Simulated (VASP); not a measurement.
# Sn (P6_3/mmc) in VASP: notebook, part 2 of 2

VASP 6.6.1. The steps go on from the part before.

## Step 4: Single point, PBE (31.20 Å³/atom)

This run uses another cell than the first one, of 31.20 Å³/atom.

The input, INCAR:

```
SYSTEM = Sn
PREC = Accurate ; ENCUT = 500
EDIFF = 1E-6 ; ISMEAR = -1
SIGMA = 0.1 ; LREAL = .False.
LASPH = .True. ; NELM = 120
ALGO = Normal ; ISIF = 2
LWAVE = .False. ; LCHARG = .False.
GGA = PE ; NBANDS = 36
GGA_COMPAT = .False.
```

The input, KPOINTS:

```
Automatic mesh
0
Gamma
  12 12 4
  0 0 0
```

The input, POSCAR:

```
Sn
1.0
    3.5199146804      0.0000000000      0.0000000000
   -1.7599573402      3.0483355324      0.0000000000
    0.0000000000      0.0000000000     11.6294002323
Sn
4
Direct
    0.0000000000      1.0000000000      0.0000000000
    0.0000000000      1.0000000000      0.5000000000
    0.3333333333      0.6666666667      0.2500000000
    0.6666666667      0.3333333333      0.7500000000
```

Potentials or basis: VASP PAW PBE potentials, release 64 (Sn_d).

Started as:

```
cat potpaw_PBE.64/Sn_d/POTCAR > POTCAR
mpirun -np 1 vasp_std > vasp.out
```

OUTCAR:

```text
SYSTEM = Sn
   PREC = Accurate
   ENCUT = 500
   EDIFF = 1E-6
   ISMEAR = -1
   LREAL = .False.
   LASPH = .True.
   NELM = 120
   ISIF = 2
   GGA = PE

 ion  position               nearest neighbor table
   1  0.000  0.000  0.000-   3 3.55   4 3.55   4 3.55   3 3.55   4 3.55   3 3.55
   2  0.000  0.000  0.500-   3 3.55   4 3.55   4 3.55   3 3.55   4 3.55   3 3.55
   3  0.333  0.667  0.250-   1 3.55   2 3.55   1 3.55   2 3.55   1 3.55   2 3.55
   4  0.667  0.333  0.750-   1 3.55   2 3.55   1 3.55   2 3.55   1 3.55   2 3.55

  LATTYP: Found a hexagonal cell.
 ALAT       =     3.5199146804
 C/A-ratio  =     3.3038869655

  Lattice vectors:

 A1 = (   3.5199146804,   0.0000000000,   0.0000000000)
 A2 = (  -1.7599573402,   3.0483355324,   0.0000000000)
 A3 = (   0.0000000000,   0.0000000000,  11.6294002323)

Analysis of symmetry for initial positions (statically):
=====================================================================
 Subroutine PRICEL returns:
 Original cell was already a primitive cell.

 Routine SETGRP: Setting up the symmetry group for a
 hexagonal supercell.

 Subroutine GETGRP returns: Found 24 space group operations
 (whereof 12 operations were pure point group operations)
 out of a pool of 24 trial point group operations.

The static configuration has the point symmetry D_3d.
 The point group associated with its full space group is D_6h.

Analysis of symmetry for dynamics (positions and initial velocities):
=====================================================================
 Subroutine PRICEL returns:
 Original cell was already a primitive cell.

 Routine SETGRP: Setting up the symmetry group for a
 hexagonal supercell.

 Subroutine GETGRP returns: Found 24 space group operations
 (whereof 12 operations were pure point group operations)
 out of a pool of 24 trial point group operations.

The dynamic configuration has the point symmetry D_3d.
 The point group associated with its full space group is D_6h.

 Subroutine INISYM returns: Found 24 space group operations
[... 121 lines left out ...]
     AMIX_MAG =   1.60;   BMIX_MAG =  1.00
  volume/ion in A,a.u.               =      31.20       210.52
  Fermi-wavevector in a.u.,A,eV,Ry     =   1.253392  2.368567 21.374622  1.570990
  Thomas-Fermi vector in A             =   2.387247
   LORBIT       =      0    0 simple, 1 ext, 2 COOP (PROOUT), +10 PAW based schemes
   GGA     = PE    functional components
   LHFCALC =     F    Hartree Fock is set to
   AEXX    =    0.0000 exact exchange contribution
   IVDW    =     0    specifies the selected vdW correction
   LEPSILON=     F    determine dielectric tensor
   LRPA    =     F    only Hartree local field effects (RPA)
 non-spin polarized calculation
  energy-cutoff  :      500.00
  volume of cell :      124.78
 maximum number of plane-waves:      3198
 NGX is ok and might be reduce to    28
   NGX = 13   NGY = 13   NGZ = 43

 number of electron      55.9999990 magnetization

 Free energy of the ion-electron system (eV)
  ---------------------------------------------------
  ext. energy  EPLUGINS =         0.00000000
  ---------------------------------------------------
  free energy    TOTEN  =       -14.98158370 eV

  energy without entropy =      -14.89719938  energy(sigma->0) =      -14.93939154

 E-fermi :   6.5632     XC(G=0):  -9.7350

 val. band max:        6.5258880923   @ k =   0.2500   0.0000   0.2500
 cond. band min:       6.5881612496   @ k =   0.2500   0.2500   0.5000
 fundamental gap:      0.0622731573
 Fermi energy:         6.5632323494

 k-point     1 :       0.0000    0.0000    0.0000
  band No.  band energies     occupation
      1     -14.9563      2.00000
      2     -14.9533      2.00000
      3     -14.9502      2.00000
      4     -14.9502      2.00000
      5     -14.9500      2.00000
      6     -14.9500      2.00000
[... 925 lines left out ...]
     35      10.7984      0.00000
     36      11.8262      0.00000

 [... further k-points ...]

------------------------ aborting loop because EDIFF is reached ----------------------------------------

  FORCE on cell =-STRESS in cart. coord.  units (eV):
  Direction    XX          YY          ZZ          XY          YZ          ZX
  --------------------------------------------------------------------------------------
  -------------------------------------------------------------------------------------
  Total       -3.0790159     -3.0790159     -3.1370661      0.0000000      0.0000000      0.0000000
  in kB      -39.5339576    -39.5339576    -40.2793113      0.0000000      0.0000000      0.0000000
  external PRESSURE =     -39.7824088 kB  Pullay stress =       0.0000000 kB

 VOLUME and BASIS-vectors are now :
 -----------------------------------------------------------------------------
  energy-cutoff  :      500.00
  volume of cell :      124.78
      direct lattice vectors                 reciprocal lattice vectors
     3.519914680  0.000000000  0.000000000     0.284097795  0.164023939  0.000000000
    -1.759957340  3.048335532  0.000000000     0.000000000  0.328047877  0.000000000
     0.000000000  0.000000000 11.629400232     0.000000000  0.000000000  0.085988957

 POSITION                                       TOTAL-FORCE (eV/Angst)
 -----------------------------------------------------------------------------------
      0.00000      0.00000      0.00000        -0.000000      0.000000      0.000000
      0.00000      0.00000      5.81470        -0.000000      0.000000      0.000000
     -0.00000      2.03222      2.90735        -0.000000      0.000000      0.000000
      1.75996      1.01611      8.72205         0.000000      0.000000     -0.000000
 -----------------------------------------------------------------------------------
    total drift:                                0.000000     -0.000000      0.000000

  FREE ENERGIE OF THE ION-ELECTRON SYSTEM (eV)
  ---------------------------------------------------
  free  energy   TOTEN  =       -14.9815837030 eV

  energy  without entropy=      -14.8971993783  energy(sigma->0) =      -14.93939154
```

OSZICAR:

```text
N       E                     dE             d eps       ncg     rms          rms(c)
DAV:   1     0.540927358781E+03    0.54093E+03   -0.27596E+04  4160   0.228E+03
DAV:   2     0.587134039552E+02   -0.48221E+03   -0.47504E+03  4104   0.570E+02
DAV:   3    -0.114594045513E+02   -0.70173E+02   -0.69016E+02  4696   0.190E+02
DAV:   4    -0.148971357981E+02   -0.34377E+01   -0.34048E+01  4700   0.445E+01
DAV:   5    -0.150165719991E+02   -0.11944E+00   -0.11938E+00  5636   0.825E+00    0.205E+00
DAV:   6    -0.149896503212E+02    0.26922E-01   -0.64656E-02  4904   0.243E+00    0.110E+00
DAV:   7    -0.149817590938E+02    0.78912E-02   -0.31703E-02  4800   0.163E+00    0.177E-01
DAV:   8    -0.149815561941E+02    0.20290E-03   -0.24208E-03  4320   0.583E-01    0.424E-02
DAV:   9    -0.149815753088E+02   -0.19115E-04   -0.16210E-04  5324   0.173E-01    0.178E-02
DAV:  10    -0.149815834334E+02   -0.81246E-05   -0.22152E-05  5760   0.615E-02    0.297E-03
DAV:  11    -0.149815837030E+02   -0.26956E-06   -0.13919E-06  2280   0.322E-02
   1 F= -.14981584E+02 E0= -.14939392E+02  d E =-.843843E-01
```

Run time: 4.6 min. Hardware: 1 thread of AMD EPYC 7R43 (Zen 3), shared host; peak memory 0.31 GiB.

What came out:

- Free energy: -14.9816 eV
- Pressure: -4.0 GPa
- Band gap on the k mesh: zero (bands 28 and 29 overlap by 7.24 eV)

Levels at points of the mesh, in eV from the Fermi level:
```
           k point  band 24  band 25  band 26  band 27  band 28  band 29  band 30  band 31  band 32  band 33
(0.00, 0.00, 0.00)    -6.70    -3.96     0.68     0.68     5.12     5.12     5.75     5.75     5.83     5.83
(0.50, 0.00, 0.00)    -5.31    -3.76    -3.50    -2.03    -1.62    -0.17     0.56     1.99     3.12     3.13
(0.00, 0.00, 0.50)    -7.77    -2.31    -2.31     4.12     4.12     5.30     5.30     5.30     5.30     6.36
(0.50, 0.00, 0.50)    -5.64    -3.17    -3.17    -2.59    -2.59     1.19     1.19     2.29     2.29     2.50
```

Caveat: the cell stands under tension; spin-orbit coupling is left out, which moves the levels of the heavy elements.

## Step 5: Single point, PBE

This run uses another cell than the first one, of 27.85 Å³/atom.

The input, INCAR:

```
SYSTEM = Sn
PREC = Accurate
ENCUT = 500
EDIFF = 1E-6
ISMEAR = -1
SIGMA = 0.1
LREAL = .FALSE.
LASPH = .TRUE.
NELM = 120
ALGO = Normal
ISIF = 2
LWAVE = .FALSE.
LCHARG = .FALSE.
GGA = PE
NBANDS = 36
GGA_COMPAT = .FALSE.
```

The input, KPOINTS:

```
regular mesh
0
G
  14 14 4
  0 0 0
```

The input, POSCAR:

```
Sn
1.0
    3.3894257859      0.0000000000      0.0000000000
   -1.6947128930      2.9353288349      0.0000000000
    0.0000000000      0.0000000000     11.1982796746
Sn
4
Direct
    0.0000000000      1.0000000000      0.0000000000
    0.0000000000      1.0000000000      0.5000000000
    0.3333333333      0.6666666667      0.2500000000
    0.6666666667      0.3333333333      0.7500000000
```

Potentials or basis: VASP PAW PBE potentials, release 64 (Sn_d).

Started as:

```
cat potpaw_PBE.64/Sn_d/POTCAR > POTCAR
mpirun -np 1 vasp_std > vasp.out
```

OUTCAR:

```text
SYSTEM = Sn
   PREC = Accurate
   ENCUT = 500
   EDIFF = 1E-6
   ISMEAR = -1
   LREAL = .FALSE.
   LASPH = .TRUE.
   NELM = 120
   ISIF = 2
   GGA = PE

 ion  position               nearest neighbor table
   1  0.000  0.000  0.000-   3 3.42   4 3.42   4 3.42   3 3.42   4 3.42   3 3.42
   2  0.000  0.000  0.500-   3 3.42   4 3.42   4 3.42   3 3.42   4 3.42   3 3.42
   3  0.333  0.667  0.250-   1 3.42   2 3.42   1 3.42   2 3.42   1 3.42   2 3.42
   4  0.667  0.333  0.750-   1 3.42   2 3.42   1 3.42   2 3.42   1 3.42   2 3.42

  LATTYP: Found a hexagonal cell.
 ALAT       =     3.3894257859
 C/A-ratio  =     3.3038869655

  Lattice vectors:

 A1 = (   3.3894257859,   0.0000000000,   0.0000000000)
 A2 = (  -1.6947128930,   2.9353288349,   0.0000000000)
 A3 = (   0.0000000000,   0.0000000000,  11.1982796746)

Analysis of symmetry for initial positions (statically):
=====================================================================
 Subroutine PRICEL returns:
 Original cell was already a primitive cell.

 Routine SETGRP: Setting up the symmetry group for a
 hexagonal supercell.

 Subroutine GETGRP returns: Found 24 space group operations
 (whereof 12 operations were pure point group operations)
 out of a pool of 24 trial point group operations.

The static configuration has the point symmetry D_3d.
 The point group associated with its full space group is D_6h.

Analysis of symmetry for dynamics (positions and initial velocities):
=====================================================================
 Subroutine PRICEL returns:
 Original cell was already a primitive cell.

 Routine SETGRP: Setting up the symmetry group for a
 hexagonal supercell.

 Subroutine GETGRP returns: Found 24 space group operations
 (whereof 12 operations were pure point group operations)
 out of a pool of 24 trial point group operations.

The dynamic configuration has the point symmetry D_3d.
 The point group associated with its full space group is D_6h.

 Subroutine INISYM returns: Found 24 space group operations
[... 121 lines left out ...]
     AMIX_MAG =   1.60;   BMIX_MAG =  1.00
  volume/ion in A,a.u.               =      27.85       187.96
  Fermi-wavevector in a.u.,A,eV,Ry     =   1.301646  2.459754 23.052098  1.694281
  Thomas-Fermi vector in A             =   2.432766
   LORBIT       =      0    0 simple, 1 ext, 2 COOP (PROOUT), +10 PAW based schemes
   GGA     = PE    functional components
   LHFCALC =     F    Hartree Fock is set to
   AEXX    =    0.0000 exact exchange contribution
   IVDW    =     0    specifies the selected vdW correction
   LEPSILON=     F    determine dielectric tensor
   LRPA    =     F    only Hartree local field effects (RPA)
 non-spin polarized calculation
  energy-cutoff  :      500.00
  volume of cell :      111.41
 maximum number of plane-waves:      2860
 NGX is ok and might be reduce to    28
   NGX = 13   NGY = 13   NGZ = 41

 number of electron      56.0000013 magnetization

 Free energy of the ion-electron system (eV)
  ---------------------------------------------------
  ext. energy  EPLUGINS =         0.00000000
  ---------------------------------------------------
  free energy    TOTEN  =       -15.17591366 eV

  energy without entropy =      -15.10457789  energy(sigma->0) =      -15.14024578

 E-fermi :   7.8353     XC(G=0): -10.2506

 val. band max:        7.8236231260   @ k =   0.2143   0.0714   0.2500
 cond. band min:       7.8634122297   @ k =   0.2857   0.1429   0.0000
 fundamental gap:      0.0397891038
 Fermi energy:         7.8353103670

 k-point     1 :       0.0000    0.0000    0.0000
  band No.  band energies     occupation
      1     -13.7157      2.00000
      2     -13.7137      2.00000
      3     -13.7076      2.00000
      4     -13.7076      2.00000
      5     -13.7067      2.00000
      6     -13.7067      2.00000
[... 925 lines left out ...]
     35      10.4138      0.00000
     36      12.6222      0.00000

 [... further k-points ...]

------------------------ aborting loop because EDIFF is reached ----------------------------------------

  FORCE on cell =-STRESS in cart. coord.  units (eV):
  Direction    XX          YY          ZZ          XY          YZ          ZX
  --------------------------------------------------------------------------------------
  -------------------------------------------------------------------------------------
  Total        0.0074589      0.0074589      0.3351844     -0.0000000      0.0000000     -0.0000000
  in kB        0.1072639      0.1072639      4.8201464     -0.0000000      0.0000000     -0.0000000
  external PRESSURE =       1.6782247 kB  Pullay stress =       0.0000000 kB

 VOLUME and BASIS-vectors are now :
 -----------------------------------------------------------------------------
  energy-cutoff  :      500.00
  volume of cell :      111.41
      direct lattice vectors                 reciprocal lattice vectors
     3.389425786  0.000000000  0.000000000     0.295035225  0.170338667  0.000000000
    -1.694712893  2.935328835  0.000000000     0.000000000  0.340677333  0.000000000
     0.000000000  0.000000000 11.198279675     0.000000000  0.000000000  0.089299431

 POSITION                                       TOTAL-FORCE (eV/Angst)
 -----------------------------------------------------------------------------------
      0.00000      0.00000      0.00000        -0.000000     -0.000000     -0.000000
      0.00000      0.00000      5.59914        -0.000000     -0.000000     -0.000000
     -0.00000      1.95689      2.79957        -0.000000      0.000000      0.000000
      1.69471      0.97844      8.39871         0.000000     -0.000000     -0.000000
 -----------------------------------------------------------------------------------
    total drift:                                0.000000     -0.000000      0.000000

  FREE ENERGIE OF THE ION-ELECTRON SYSTEM (eV)
  ---------------------------------------------------
  free  energy   TOTEN  =       -15.1759136631 eV

  energy  without entropy=      -15.1045778889  energy(sigma->0) =      -15.14024578
```

Wall time 5.6 min (1 thread of AMD EPYC 7R43 (Zen 3), shared host); peak memory 0.32 GiB.

Results:

| Item | Value |
| --- | --- |
| Free energy | -15.1759 eV |
| Pressure | 0.2 GPa |
| Band gap on the k mesh | zero (bands 28 and 29 overlap by 7.66 eV) |

Caveat: spin-orbit coupling is left out, which moves the levels of the heavy elements.

## Step 6: The runs side by side

| cell | k mesh | gap on the mesh (eV) | pressure (GPa) |
| --- | --- | --- | --- |
| a = 3.434, b = 3.434, c = 11.346 Å, angles 90.0, 90.0, 120.0°, 4 atoms | 12 × 12 × 4 | none | -1.5 |
| a = 3.478, b = 3.478, c = 11.489 Å, angles 90.0, 90.0, 120.0°, 4 atoms | 12 × 12 × 4 | none | -2.9 |
| a = 3.520, b = 3.520, c = 11.629 Å, angles 90.0, 90.0, 120.0°, 4 atoms | 12 × 12 × 4 | none | -4.0 |
| a = 3.389, b = 3.389, c = 11.198 Å, angles 90.0, 90.0, 120.0°, 4 atoms | 14 × 14 × 4 | none | 0.2 |

Alike in all rows: task single point; level PBE; potentials or basis VASP PAW PBE potentials, release 64 (Sn_d); no spin polarisation; cutoff (eV) 500; smearing fermi-dirac 0.1 eV.

Caveats: spin-orbit coupling is left out, which moves the levels of the heavy elements; the cell stands under tension (at least some runs).

Absolute energies hang on the potentials; compare differences alone.
